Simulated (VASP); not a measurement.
Write the native input for VASP 6.6.1 that does the following.

* Task: single point
* Functional: PBE
* Potentials or basis: VASP PAW PBE potentials, release 64 (In_d, B, S)
* Cutoff: 520 eV
* k mesh: 6 × 6 × 4
* Occupations: gaussian, width 0.1 eV
* Spin: no spin polarisation
* Dipole correction: no
* Further INCAR settings: ALGO = Normal; EDIFF = 1e-07; NBANDS = 22

The structure of InBS2 lies in POSCAR:

```
InBS2
1.0
    3.1225387166      0.0000000025      0.0000000000
   -1.5612693604      2.7041978517      0.0000000000
    0.0000000000      0.0000000000      7.9885909955
In B S
1 1 2
Direct
    0.0000000000      0.0000000000      0.5000000000
    0.0000000000      0.0000000000      0.0000000000
    0.3333333333      0.6666666667      0.1490355643
    0.6666666667      0.3333333333      0.8509644357
```

These files were run (other wordings do the same):

INCAR

```
ALGO = Normal ; EDIFF = 1E-7
ENCUT = 520 ; GGA = PE
ISIF = 2 ; ISMEAR = 0
LASPH = T ; LCHARG = F
LREAL = F ; LWAVE = F
NBANDS = 22 ; NELM = 60
PREC = Accurate ; SIGMA = 0.1
```

KPOINTS

```
k-points
0
Gamma
  6 6 4
```

Potentials or basis: VASP PAW PBE potentials, release 64 (In_d, B, S).

Run with:

```sh
$ cat potpaw_PBE.64/In_d/POTCAR potpaw_PBE.64/B/POTCAR potpaw_PBE.64/S/POTCAR > POTCAR
$ mpirun -np 1 vasp_std > vasp.out
```

It gave:

The pressure is -0.1 GPa. The largest force is 0.006 eV/Å and the band gap on the k mesh is zero (band 14 reaches 7.24 eV, above the bottom of band 15 at 6.59 eV).

Caveat: the k points lie up to 0.39 Å⁻¹ apart; spin-orbit coupling is left out, which moves the levels of the heavy elements.

It took 51 s on 1 thread of Intel Xeon 8259CL, on a shared host, peak memory 0.19 GiB.
